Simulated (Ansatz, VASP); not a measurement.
# Ga in VASP and in Ansatz

```
Ga
1.0
     4.83612    0.00000    0.00000
    -2.41806    4.18820    0.00000
     0.00000    0.00000    2.85086
Ga
3
Direct
  0.00000 0.00000 0.00000
  0.33333 0.66667 0.50000
  0.66667 0.33333 0.50000
```

Alike in both runs: functional PBE; k mesh 12 × 12 × 16; occupations gaussian, width 0.1 eV; no spin polarisation.

Ansatz relaxed the structure, and its values are those at the end. VASP's run is a single point on that final structure, the one shown.

|  | VASP | Ansatz |
| --- | --- | --- |
| version | VASP 6.6.1 | Ansatz 0.2.0 |
| potentials or method | VASP PAW PBE potentials, release 64 (Ga_d), cutoff 520 eV | scalar-relativistic, plane waves, PAW |
| valence electrons in the cell | 39 | 39 |

```csv
,VASP,Ansatz,Ansatz less VASP
gap on the k mesh at the Fermi level (eV),none,none,-
pressure (GPa),0.1,0.0,-0.11
```

A gap of «none» marks a metal or a gap that the smearing closes.
